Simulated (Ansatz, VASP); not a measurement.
## Two plane-wave programs on ZnS

INCAR

```
ALGO = Normal
EDIFF = 1E-6
ENCUT = 520
GGA = PE
ISIF = 2
ISMEAR = 0
LASPH = T
LCHARG = F
LREAL = F
LWAVE = F
NBANDS = 46
NELM = 100
PREC = Accurate
SIGMA = 0.05
```

Contents of KPOINTS:

```
k-points
0
Gamma
  8 8 2
```

Contents of POSCAR:

```
ZnS
1.0
   -3.8467234434      0.0000000000      0.0000000000
   -1.9233617217     -3.3313602233      0.0000000000
   -3.8469157796     -2.2210178609     12.5902250239
Zn S
4 4
Direct
   -0.4375221063     -0.4375221063      0.6562503469
   -0.1041721063     -0.1041721063      0.1562503469
   -0.2708465500     -0.2708465500      0.9062245137
    0.3958367834      0.3958367834      0.4062245137
   -0.5623545815     -0.5623545815      0.8434896978
   -0.2290045815      0.7709954185      0.3434896978
    0.2707732445      0.2707732445      0.0938354415
    0.2707565778      0.2707565778      0.5938354415
```

Input for Ansatz:

```yaml
crystal:
  lattice:
    - [-3.8467234434, 0.0, 0.0]
    - [-1.9233617217, -3.3313602233, 0.0]
    - [-3.8469157796, -2.2210178609, 12.5902250239]
  atoms:
    - { symbol: Zn, position: [-0.4375221063, -0.4375221063, 0.6562503469] }
    - { symbol: Zn, position: [-0.1041721063, -0.1041721063, 0.1562503469] }
    - { symbol: Zn, position: [-0.27084655, -0.27084655, 0.9062245137] }
    - { symbol: Zn, position: [0.3958367834, 0.3958367834, 0.4062245137] }
    - { symbol: S, position: [-0.5623545815, -0.5623545815, 0.8434896978] }
    - { symbol: S, position: [-0.2290045815, 0.7709954185, 0.3434896978] }
    - { symbol: S, position: [0.2707732445, 0.2707732445, 0.0938354415] }
    - { symbol: S, position: [0.2707565778, 0.2707565778, 0.5938354415] }
basis:
  ecutwfc: 420
kpoints:
  mp_grid: { grid: [8, 8, 2] }
hamiltonian:
  xc: pbe
scf:
  occupations: { method: gaussian, width: 0.05 }
output:
  forces: true
  stress: true
  eigenvalues: true
```

Alike in both runs: task single point; functional PBE; k mesh 8 × 8 × 2; occupations gaussian, width 0.05 eV; no spin polarisation.

```csv
,VASP,Ansatz
version,VASP 6.6.1,Ansatz 0.2.0
potentials or method,"VASP PAW PBE potentials, release 64 (Zn, S), cutoff 520 eV","scalar-relativistic, plane waves, PAW"
valence electrons in the cell,72,72
```

Ansatz gave:

```
gap on the k mesh at the Fermi level (eV)                     : 1.06
least direct gap on the mesh (eV)                             : 1.06
pressure (GPa)                                                : -0.1
traceless stress, the component that is largest in VASP (GPa) : 2.57
rms of the force components (eV/Å)                            : 0.107
```

Which values does VASP return?

gap on the k mesh at the Fermi level (eV): 1.06; least direct gap on the mesh (eV): 1.06; pressure (GPa): 0.0; traceless stress, the component that is largest in VASP (GPa): 2.55; rms of the force components (eV/Å): 0.106.

Atom by atom the forces differ by 0.004 eV/Å (rms over components). The functional is the same, so the differences come from potentials, cutoffs and numerics.
